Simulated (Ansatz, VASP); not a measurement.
## SrO in VASP and in Ansatz

File INCAR:

```
SYSTEM = SrO
  PREC = Accurate
  ENCUT = 520
  EDIFF = 1E-6
  ISMEAR = 0
  SIGMA = 0.05
  LREAL = .False.
  LASPH = .True.
  NELM = 100
  ALGO = Normal
  ISIF = 2
  LWAVE = .False.
  LCHARG = .False.
  GGA = PE
  NBANDS = 24
```

File KPOINTS:

```
Automatic mesh
0
Gamma
  9 9 4
  0 0 0
```

The input POSCAR:

```
SrO
1.0
    3.5769478779      0.0000000000      0.0000000000
   -1.7884739390      3.0977277303      0.0000000000
    0.0000000000      0.0000000000      6.2426216355
Sr O
2 2
Direct
    0.3333333333      0.6666666667      0.2500000000
    0.6666666667      0.3333333333      0.7500000000
   -0.0114922947     -0.0229845894      0.0000000000
    0.0114922947      0.0229845894      0.5000000000
```

Input for Ansatz:

```yaml
crystal:
  lattice:
    - [3.5769478779, 0.0, 0.0]
    - [-1.788473939, 3.0977277303, 0.0]
    - [0.0, 0.0, 6.2426216355]
  atoms:
    - { symbol: Sr, position: [0.3333333333, 0.6666666667, 0.25] }
    - { symbol: Sr, position: [0.6666666667, 0.3333333333, 0.75] }
    - { symbol: O, position: [-0.0114922947, -0.0229845894, 0.0] }
    - { symbol: O, position: [0.0114922947, 0.0229845894, 0.5] }
basis:
  ecutwfc: 520.0
kpoints:
  mp_grid: { grid: [9, 9, 4] }
hamiltonian:
  xc: pbe
scf:
  occupations: { method: gaussian, width: 0.05 }
output:
  forces: true
  stress: true
  eigenvalues: true
  write_density: true
  write_potential: true
  elf: true
  volumetric_format: npy
```

Change from the starting cell: mode 6 frozen in at +0.000 Å and mode 7 at -0.071 Å (largest displacements).

Alike in both runs: task single point; functional PBE; k mesh 9 × 9 × 4; occupations gaussian, width 0.05 eV; no spin polarisation.

|  | VASP | Ansatz |
| --- | --- | --- |
| version | VASP 6.6.1 | Ansatz 0.2.0 |
| potentials or method | VASP PAW PBE potentials, release 64 (Sr_sv, O), cutoff 520 eV | scalar-relativistic, plane waves, PAW |
| valence electrons in the cell | 32 | 32 |

|  | VASP | Ansatz | Ansatz less VASP |
| --- | --- | --- | --- |
| gap on the k mesh at the Fermi level (eV) | 2.98 | 2.99 | +0.005 |
| least direct gap on the mesh (eV) | 2.98 | 2.99 | +0.005 |
| pressure (GPa) | 0.7 | 0.1 | -0.51 |
| rms of the force components (eV/Å) | 0.059 | 0.055 | -0.0043 |

Atom by atom the forces differ by 0.004 eV/Å (rms over components).
